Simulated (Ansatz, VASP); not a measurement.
## Two plane-wave programs on HfN

```
Hf N
1.0
     0.00000    2.33074    2.38759
     2.33074    0.00000    2.38759
     2.33074    2.33074    0.00000
Hf N
1 1
Direct
  0.00000 0.00000 0.00000
  0.50000 0.50000 0.50000
```

Change from the starting cell: strain +0.025 along x and y, +0.050 along z, atoms carried along.

Alike in both runs: task single point; functional PBE; k mesh 22 × 22 × 22; occupations gaussian, width 0.15 eV; no spin polarisation.

|  | VASP | Ansatz |
| --- | --- | --- |
| version | VASP 6.6.1 | Ansatz 0.2.0 |
| potentials or method | VASP PAW PBE potentials, release 64 (Hf_pv, N), cutoff 520 eV | scalar-relativistic, plane waves, PAW |
| valence electrons in the cell | 15 | 31 |

Ansatz gave:

```
gap on the k mesh at the Fermi level (eV)                     : none
pressure (GPa)                                                : -20.7
traceless stress, the component that is largest in VASP (GPa) : -4.14
```

Problem. Estimate VASP's values.

Solution. gap on the k mesh at the Fermi level (eV): none; pressure (GPa): -22.6; traceless stress, the component that is largest in VASP (GPa): -4.02.

A gap of «none» marks a metal or a gap that the smearing closes. VASP's potentials hold 15 valence electrons a cell and Ansatz's 31, so a difference there can come from the potentials and not from the codes.

Spin-orbit coupling is off throughout.
